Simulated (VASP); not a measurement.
# LiBeF3 in VASP: a series of runs

The runs below take LiBeF3 through single point, with PBE.

Everything below comes from runs of VASP 6.6.1. Logs are shortened: lines on timing, memory, paths and dates and some standing lists are left out, and cuts for length are marked.

**1. The cell of the first run**

Symmetry: Cm, No. 8, monoclinic system. The conventional cell has a = 16.731 Å, b = 2.818 Å, c = 4.698 Å, α = 90.00°, β = 93.77°, γ = 90.00°. Li (site symmetry m) has 5 F at 1.86 to 2.11 Å within 2.5 Å. Li (site symmetry m) has 4 F at 1.83 to 2.12 Å within 2.4 Å. Within 2.1 Å of Be (site symmetry m) lie 4 F at 1.56 to 1.62 Å. Be (site symmetry m) has 4 F at 1.48 to 1.67 Å within 2.0 Å. F (site symmetry m) has 1 Be at 1.56 Å and 2 Li at 1.86 Å within 2.1 Å. F (site symmetry m) has 1 Be at 1.56 Å and 2 Li at 1.83 Å within 2.1 Å. Within 2.2 Å of F (site symmetry m) lie 2 Be at 1.67 Å and 1 Li at 2.09 Å. Within 2.0 Å of F (site symmetry m) lie 1 Be at 1.48 Å and 1 Li at 1.84 Å.

The cell was built from a structure type or drawn by symmetry, and may not be a known phase.

**2. Single point, PBE**

The input, INCAR:

```
SYSTEM = LiBeF3
  PREC = Accurate
  ENCUT = 520
  EDIFF = 1E-6
  ISMEAR = 0
  SIGMA = 0.1
  LREAL = .False.
  LASPH = .True.
  NELM = 60
  ALGO = Normal
  ISIF = 2
  LWAVE = .False.
  LCHARG = .False.
  GGA = PE
  NBANDS = 37
```

The input, KPOINTS:

```
Automatic mesh
0
Gamma
  6 6 4
  0 0 0
```

The input, POSCAR:

```
LiBeF3
1.0
    8.3656363000     -1.4088830000      0.0000000000
    8.3656363000      1.4088830000      0.0000000000
   -0.3092588000      0.0000000000      4.6882935000
Li Be F
2 2 6
Direct
    0.6520440000      0.6520440000      0.4090190000
    0.3535550000      0.3535550000      0.4720340000
    0.0042580000      0.0042580000      0.6013450000
    0.2387290000      0.2387290000      0.9460740000
    0.0795410000      0.0795410000      0.4209310000
    0.9218550000      0.9218550000      0.4276310000
    0.6928470000      0.6928470000      0.8392520000
    0.3194580000      0.3194580000      0.8358340000
    0.5087650000      0.5087650000      0.7711100000
    0.2356690000      0.2356690000      0.2767710000
```

Potentials or basis: VASP PAW PBE potentials, release 64 (Li_sv, Be, F).

On the command line:

```sh
$ cat potpaw_PBE.64/Li_sv/POTCAR potpaw_PBE.64/Be/POTCAR potpaw_PBE.64/F/POTCAR > POTCAR
$ mpirun -np 1 vasp_std > vasp.out
```

OUTCAR:

```text
SYSTEM = LiBeF3
   PREC = Accurate
   ENCUT = 520
   EDIFF = 1E-6
   ISMEAR = 0
   LREAL = .False.
   LASPH = .True.
   NELM = 60
   ISIF = 2
   GGA = PE

 ion  position               nearest neighbor table
   1  0.652  0.652  0.409-   5 1.86   5 1.86   7 2.09  10 2.11  10 2.11
   2  0.354  0.354  0.472-   6 1.83   6 1.83   8 1.84  10 2.12
   3  0.004  0.004  0.601-   6 1.56   5 1.56   9 1.62   9 1.62
   4  0.239  0.239  0.946-   8 1.48  10 1.56   7 1.67   7 1.67
   5  0.080  0.080  0.421-   3 1.56   1 1.86   1 1.86
   6  0.922  0.922  0.428-   3 1.56   2 1.83   2 1.83
   7  0.693  0.693  0.839-   4 1.67   4 1.67   1 2.09
   8  0.319  0.319  0.836-   4 1.48   2 1.84
   9  0.509  0.509  0.771-   3 1.62   3 1.62
  10  0.236  0.236  0.277-   4 1.56   1 2.11   1 2.11   2 2.12

  LATTYP: Found a base centered monoclinic cell.
 ALAT       =    16.7312726000
 B/A-ratio  =     0.1684131308
 C/A-ratio  =     0.2808203848
 COS(beta)  =    -0.0658209977

  Lattice vectors:

 A1 = (   8.3656363000,  -1.4088830000,   0.0000000000)
 A2 = (   8.3656363000,   1.4088830000,   0.0000000000)
 A3 = (  -0.3092588000,   0.0000000000,   4.6882935000)

Analysis of symmetry for initial positions (statically):
=====================================================================
 Subroutine PRICEL returns:
 Original cell was already a primitive cell.

 Routine SETGRP: Setting up the symmetry group for a
 base centered monoclinic supercell.

 Subroutine GETGRP returns: Found  2 space group operations
 (whereof  2 operations were pure point group operations)
 out of a pool of  4 trial point group operations.

The static configuration has the point symmetry C_1h.

Analysis of symmetry for dynamics (positions and initial velocities):
=====================================================================
 Subroutine PRICEL returns:
 Original cell was already a primitive cell.

 Routine SETGRP: Setting up the symmetry group for a
 base centered monoclinic supercell.

 Subroutine GETGRP returns: Found  2 space group operations
 (whereof  2 operations were pure point group operations)
 out of a pool of  4 trial point group operations.

The dynamic configuration has the point symmetry C_1h.

 Subroutine INISYM returns: Found  2 space group operations
 (whereof  2 operations are pure point group operations),
 and found     1 'primitive' translations

----------------------------------------------------------------------------------------

                                     Primitive cell

  volume of cell :     110.5144

  direct lattice vectors                    reciprocal lattice vectors
     8.365636300 -1.408883000  0.000000000     0.059768317 -0.354891073  0.003942560
     8.365636300  1.408883000  0.000000000     0.059768317  0.354891073  0.003942560
    -0.309258800  0.000000000  4.688293500     0.000000000  0.000000000  0.213297226

  length of vectors
     8.483443995  8.483443995  4.698482409     0.359910363  0.359910363  0.213297226

  position of ions in fractional coordinates (direct lattice)
     0.652044000  0.652044000  0.409019000
     0.353555000  0.353555000  0.472034000
     0.004258000  0.004258000  0.601345000
     0.238729000  0.238729000  0.946074000
     0.079541000  0.079541000  0.420931000
     0.921855000  0.921855000  0.427631000
     0.692847000  0.692847000  0.839252000
     0.319458000  0.319458000  0.835834000
     0.508765000  0.508765000  0.771110000
     0.235669000  0.235669000  0.276771000

  ion indices of the primitive-cell ions
   primitive index   ion index
                 1           1
                 2           2
                 3           3
                 4           4
                 5           5
                 6           6
                 7           7
                 8           8
                 9           9
                10          10

----------------------------------------------------------------------------------------

 KPOINTS: Automatic mesh

Automatic generation of k-mesh.
 Grid dimensions read from file:
 generate k-points for:    6    6    4

 Generating k-lattice:

  Cartesian coordinates                     Fractional coordinates (reciprocal lattice)
     0.009961386 -0.059148512  0.000657093     0.166666667 -0.000000000  0.000000000
     0.009961386  0.059148512  0.000657093    -0.000000000  0.166666667  0.000000000
     0.000000000  0.000000000  0.053324307     0.000000000  0.000000000  0.250000000

  Length of vectors
     0.059985060  0.059985060  0.053324307

  Shift w.r.t. Gamma in fractional coordinates (k-lattice)
     0.000000000  0.000000000  0.000000000

 Subroutine IBZKPT returns following result:
 ===========================================

 Found     47 irreducible k-points:

 Following reciprocal coordinates:
            Coordinates               Weight
  0.000000  0.000000  0.000000      1.000000
  0.166667  0.000000 -0.000000      4.000000
  0.333333  0.000000 -0.000000      4.000000
[... 33 lines left out ...]
   POTIM  = 0.5000    time-step for ionic-motion
   TEBEG  =    0.0;   TEEND  =   0.0 temperature during run
   PSTRESS=    0.0 pullay stress
   NELECT =      52.0000    total number of electrons
   NUPDOWN=      -1.0000    fix difference up-down
   EMIN   =  10.00;   EMAX   =-10.00  energy-range for DOS
   EFERMI =   0.00;   METHOD = LEGACY
   ISMEAR =     0;   SIGMA  =   0.10  broadening in eV -4-tet -1-fermi 0-gaus
   EFERMI_NEDOS =   21; number of points for ismear=-14 and -15
   IALGO  =     38    algorithm
   IMIX   =      4    mixing-type and parameters
     AMIX     =   0.40;   BMIX     =  1.00
     AMIX_MAG =   1.60;   BMIX_MAG =  1.00
  volume/ion in A,a.u.               =      11.05        74.58
  Fermi-wavevector in a.u.,A,eV,Ry     =   1.273317  2.406219 22.059602  1.621335
  Thomas-Fermi vector in A             =   2.406147
   LORBIT       =      0    0 simple, 1 ext, 2 COOP (PROOUT), +10 PAW based schemes
   GGA     = PE    functional components
   LHFCALC =     F    Hartree Fock is set to
   AEXX    =    0.0000 exact exchange contribution
   IVDW    =     0    specifies the selected vdW correction
   LEPSILON=     F    determine dielectric tensor
   LRPA    =     F    only Hartree local field effects (RPA)
 non-spin polarized calculation
 Gauss-broadening in eV      SIGMA  =   0.10
  energy-cutoff  :      520.00
  volume of cell :      110.51
 maximum number of plane-waves:      2992
   NGX = 31   NGY = 31   NGZ = 17

 number of electron      52.0000004 magnetization

 Free energy of the ion-electron system (eV)
  ---------------------------------------------------
  ext. energy  EPLUGINS =         0.00000000
  ---------------------------------------------------
  free energy    TOTEN  =       -53.15876414 eV

  energy without entropy =      -53.15876414  energy(sigma->0) =      -53.15876414

 E-fermi :  -1.8677     XC(G=0):  -8.5068

 val. band max:       -2.4818436375   @ k =   0.5000   0.5000  -0.0000
 cond. band min:       4.7428341942   @ k =   0.0000   0.0000   0.0000
 fundamental gap:      7.2246778317
 Fermi energy:        -1.8677083391

 k-point     1 :       0.0000    0.0000    0.0000
  band No.  band energies     occupation
      1     -44.1247      2.00000
      2     -43.6028      2.00000
      3     -24.2939      2.00000
      4     -23.3996      2.00000
      5     -23.3974      2.00000
      6     -22.7130      2.00000
[... 29 lines left out ...]
     36      13.1933      0.00000
     37      13.5643      0.00000

 k-point     2 :       0.1667    0.0000   -0.0000
  band No.  band energies     occupation
      1     -44.1191      2.00000
      2     -43.5972      2.00000
      3     -24.2173      2.00000
      4     -23.3740      2.00000
      5     -23.3167      2.00000
      6     -22.6755      2.00000
[... 29 lines left out ...]
     36      13.1741      0.00000
     37      13.3753      0.00000
[... 838 lines left out ...]
     36      12.7805      0.00000
     37      13.3727      0.00000

 k-point    24 :      -0.1667    0.1667    0.2500
  band No.  band energies     occupation
      1     -44.1079      2.00000
      2     -43.5859      2.00000
      3     -24.0419      2.00000
      4     -23.3438      2.00000
      5     -23.1112      2.00000
      6     -22.6422      2.00000
[... 29 lines left out ...]
     36      12.9104      0.00000
     37      13.5206      0.00000

 [... further k-points ...]

------------------------ aborting loop because EDIFF is reached ----------------------------------------

  FORCE on cell =-STRESS in cart. coord.  units (eV):
  Direction    XX          YY          ZZ          XY          YZ          ZX
  --------------------------------------------------------------------------------------
  -------------------------------------------------------------------------------------
  Total       -0.0557917     -0.0137127     -0.0956582      0.0000000      0.0000000     -0.0400070
  in kB       -0.8088380     -0.1987995     -1.3868010      0.0000000      0.0000000     -0.5799999
  external PRESSURE =      -0.7981462 kB  Pullay stress =       0.0000000 kB

 VOLUME and BASIS-vectors are now :
 -----------------------------------------------------------------------------
  energy-cutoff  :      520.00
  volume of cell :      110.51
      direct lattice vectors                 reciprocal lattice vectors
     8.365636300 -1.408883000  0.000000000     0.059768317 -0.354891073  0.003942560
     8.365636300  1.408883000  0.000000000     0.059768317  0.354891073  0.003942560
    -0.309258800  0.000000000  4.688293500     0.000000000  0.000000000  0.213297226

 POSITION                                       TOTAL-FORCE (eV/Angst)
 -----------------------------------------------------------------------------------
     10.78303      0.00000      1.91760         0.015784      0.000000     -0.001126
      5.76944      0.00000      2.21303        -0.019172      0.000000     -0.008488
     -0.11473      0.00000      2.81928         0.001681      0.000000      0.024316
      3.70166      0.00000      4.43547        -0.014979      0.000000     -0.019296
      1.20065      0.00000      1.97345         0.026812      0.000000     -0.014874
     15.29156      0.00000      2.00486        -0.024068      0.000000     -0.014941
     11.33267      0.00000      3.93466        -0.012877      0.000000     -0.014859
      5.08645      0.00000      3.91864         0.030144      0.000000     -0.017695
      8.27381      0.00000      3.61519         0.002040      0.000000      0.017396
      3.85745      0.00000      1.29758        -0.005363      0.000000      0.049568
 -----------------------------------------------------------------------------------
    total drift:                                0.000112      0.000000      0.000260

  FREE ENERGIE OF THE ION-ELECTRON SYSTEM (eV)
  ---------------------------------------------------
  free  energy   TOTEN  =       -53.1587641383 eV

  energy  without entropy=      -53.1587641383  energy(sigma->0) =      -53.15876414
```

It took 4.4 min on 1 thread of Intel Xeon Platinum 8488C (Sapphire Rapids), shared host; peak memory 0.45 GiB.

Results:

* Free energy: -53.1588 eV
* Largest force: 0.050 eV/Å
* Band gap on the k mesh: 7.22 eV

Forces in eV/Å, atoms in the order of the input:
```
Li   0.016  0.000 -0.001
Li  -0.019  0.000 -0.008
Be   0.002  0.000  0.024
Be  -0.015  0.000 -0.019
F    0.027  0.000 -0.015
F   -0.024  0.000 -0.015
F   -0.013  0.000 -0.015
F    0.030  0.000 -0.018
F    0.002  0.000  0.017
F   -0.005  0.000  0.050
```

Caveat: the cutoff is under 1.25 times the usual one of these potentials, so pressure, stress and relaxed cells hold a basis-set (Pulay) error. A k mesh can miss the band edges.

**3. Single point, PBE**

This run uses another cell than the first one, of the same volume but with other edges.

The input, INCAR:

```
SYSTEM = LiBeF3
ALGO = Normal ; EDIFF = 1E-6
ENCUT = 520 ; GGA = PE
ISIF = 2 ; ISMEAR = 0
LASPH = .TRUE. ; LCHARG = .TRUE.
LELF = .TRUE. ; LREAL = .FALSE.
LVHAR = .TRUE. ; LWAVE = .FALSE.
NBANDS = 37 ; NELM = 60
PREC = Accurate ; SIGMA = 0.1
```

The input, KPOINTS:

```
k-points
0
G
  6 4 6
  0 0 0
```

The input, POSCAR:

```
LiBeF3
1.0
    0.0000000000      2.8177660000      0.0000000000
   -0.3092588000      0.0000000000      4.6882935000
    8.3656363000     -1.4088830000      0.0000000000
Li Be F
2 2 6
Direct
    0.6520440000      0.4090190000      0.3040880000
    0.3535550000      0.4720340000      0.7071100000
    0.0042580000      0.6013450000      0.0085160000
    0.2387290000      0.9460740000      0.4774580000
    0.0795410000      0.4209310000      0.1590820000
    0.9218550000      0.4276310000      0.8437100000
    0.6928470000      0.8392520000      0.3856940000
    0.3194580000      0.8358340000      0.6389160000
    0.5087650000      0.7711100000      0.0175300000
    0.2356690000      0.2767710000      0.4713380000
```

Potentials or basis: VASP PAW PBE potentials, release 64 (Li_sv, Be, F).

On the command line:

```sh
$ cat potpaw_PBE.64/Li_sv/POTCAR potpaw_PBE.64/Be/POTCAR potpaw_PBE.64/F/POTCAR > POTCAR
$ mpirun -np 1 vasp_std > vasp.out
```

Run time: 2.2 min. Hardware: 1 thread of Intel Xeon Platinum 8488C (Sapphire Rapids), shared host; peak memory 0.3 GiB.

Results (log left out):

```yaml
Free_energy: -53.1585 eV
Largest_force: 0.050 eV/Å
Band_gap_on_the_k_mesh: 7.22 eV
```

Forces in eV/Å, atoms in the order of the input:
```
Li   0.016  0.000 -0.001
Li  -0.019  0.000 -0.009
Be   0.002  0.000  0.024
Be  -0.015  0.000 -0.019
F    0.027  0.000 -0.015
F   -0.024  0.000 -0.015
F   -0.013  0.000 -0.015
F    0.030  0.000 -0.018
F    0.002  0.000  0.018
F   -0.005  0.000  0.050
```

Levels at points of the mesh, in eV from the valence-band top:
```
           k point  band 24  band 25  band 26  band 27  band 28  band 29
(0.00, 0.00, 0.00)    -0.67    -0.50     0.00     7.22     9.32     9.73
(0.50, 0.00, 0.00)    -0.76    -0.68    -0.65    11.31    11.41    12.28
(0.00, 0.50, 0.00)    -0.67    -0.44    -0.01     8.61     9.35    10.42
(0.50, 0.50, 0.00)    -0.82    -0.73    -0.64    11.00    11.47    11.55
(0.00, 0.00, 0.50)    -0.67    -0.53     0.00     7.60     8.30    10.86
(0.00, 0.50, 0.50)    -0.67    -0.44    -0.01     8.71     9.45     9.83
```

Caveat: the cutoff is under 1.25 times the usual one of these potentials, so pressure, stress and relaxed cells hold a basis-set (Pulay) error. A k mesh can miss the band edges.

**4. Single point, PBE**

This run uses another cell than the first one, of 11.02 Å³/atom.

The input, INCAR:

```
SYSTEM = LiBeF3
ALGO = Normal ; EDIFF = 1E-6
ENCUT = 520 ; GGA = PE
ISIF = 2 ; ISMEAR = 0
LASPH = .TRUE. ; LCHARG = .FALSE.
LREAL = .FALSE. ; LWAVE = .FALSE.
NBANDS = 37 ; NELM = 60
PREC = Accurate ; SIGMA = 0.1
```

KPOINTS is that of step 3.

The input, POSCAR:

```
LiBeF3
1.0
    0.0061071811      2.8147846038     -0.0020718936
   -0.3264897854     -0.0041377345      4.6799158561
    8.3629910531     -1.3890238710     -0.0297135717
Li Be F
2 2 6
Direct
    0.6493669330      0.4067307728      0.3033281075
    0.3564959809      0.4741622704      0.7066582968
    0.0052267986      0.6012569774      0.0089996763
    0.2382303992      0.9458333339      0.4776774057
    0.0781832438      0.4193620142      0.1583049566
    0.9229592459      0.4286541099      0.8430882862
    0.6929884374      0.8376089591      0.3858530181
    0.3166217392      0.8380167387      0.6392642753
    0.5104551496      0.7716307591      0.0191588028
    0.2361930723      0.2767450644      0.4711091745
```

On the command line:

```sh
$ cat potpaw_PBE.64/Li_sv/POTCAR potpaw_PBE.64/Be/POTCAR potpaw_PBE.64/F/POTCAR > POTCAR
$ mpirun -np 1 vasp_std > vasp.out
```

It took 3.1 min on 1 thread of Intel Xeon Platinum 8488C (Sapphire Rapids), shared host; peak memory 0.37 GiB.

It converged, with:

| Item | Value |
| --- | --- |
| Free energy | -53.1578 eV |
| Largest force | 0.060 eV/Å |
| Band gap on the k mesh | 7.23 eV |

Forces on the atoms (eV/Å):
```
Li   0.016  0.001  0.000
Li  -0.015  0.000 -0.011
Be  -0.001 -0.004  0.024
Be  -0.021 -0.004 -0.023
F    0.033  0.001 -0.022
F   -0.024  0.000 -0.012
F   -0.014  0.002 -0.019
F    0.038  0.001 -0.018
F    0.000  0.005  0.022
F   -0.013 -0.001  0.059
```

Levels at points of the mesh, in eV from the valence-band top:
| k point | band 22 | band 23 | band 24 | band 25 | band 26 | band 27 | band 28 | band 29 | band 30 | band 31 |
| --- | --- | --- | --- | --- | --- | --- | --- | --- | --- | --- |
| (0.00, 0.00, 0.00) | -0.83 | -0.71 | -0.67 | -0.51 | 0.00 | 7.23 | 9.33 | 9.74 | 11.57 | 12.08 |
| (0.50, 0.00, 0.00) | -1.08 | -1.00 | -0.77 | -0.69 | -0.65 | 11.31 | 11.42 | 12.29 | 12.59 | 13.02 |
| (0.00, 0.50, 0.00) | -0.74 | -0.71 | -0.67 | -0.45 | -0.01 | 8.62 | 9.37 | 10.44 | 10.72 | 11.06 |
| (0.50, 0.50, 0.00) | -0.97 | -0.92 | -0.82 | -0.74 | -0.65 | 11.00 | 11.47 | 11.56 | 12.76 | 12.95 |
| (0.00, 0.00, 0.50) | -0.88 | -0.72 | -0.67 | -0.54 | 0.00 | 7.61 | 8.31 | 10.87 | 11.47 | 12.01 |
| (0.50, 0.00, 0.50) | -1.08 | -1.00 | -0.76 | -0.69 | -0.66 | 11.32 | 11.41 | 12.29 | 12.58 | 13.03 |
| (0.00, 0.50, 0.50) | -0.76 | -0.71 | -0.67 | -0.45 | -0.01 | 8.72 | 9.46 | 9.83 | 10.81 | 11.45 |
| (0.50, 0.50, 0.50) | -0.97 | -0.92 | -0.82 | -0.74 | -0.65 | 11.00 | 11.47 | 11.56 | 12.76 | 12.96 |

Caveat: the cutoff is under 1.25 times the usual one of these potentials, so pressure, stress and relaxed cells hold a basis-set (Pulay) error. A k mesh can miss the band edges.

**5. The runs side by side**

```csv
cell,k mesh,gap on the mesh (eV),largest force (eV/Å)
"a = 8.483, b = 8.483, c = 4.698 Å, angles 93.7, 93.7, 19.1°, 10 atoms, atomic positions A",6 × 6 × 4,7.22,0.05
"a = 2.818, b = 4.698, c = 8.483 Å, angles 93.7, 99.6, 90.0°, 10 atoms, atomic positions A",6 × 4 × 6,7.22,0.05
"a = 2.815, b = 4.691, c = 8.478 Å, angles 94.1, 99.3, 90.1°, 10 atoms, atomic positions B",6 × 4 × 6,7.23,0.06
```

Alike in all rows: task single point; level PBE; potentials or basis VASP PAW PBE potentials, release 64 (Li_sv, Be, F); no spin polarisation; cutoff (eV) 520; smearing gaussian 0.1 eV.

Caveats: the cutoff is under 1.25 times the usual one of these potentials, so pressure, stress and relaxed cells hold a basis-set (Pulay) error.

Absolute energies hang on the potentials; compare differences alone.
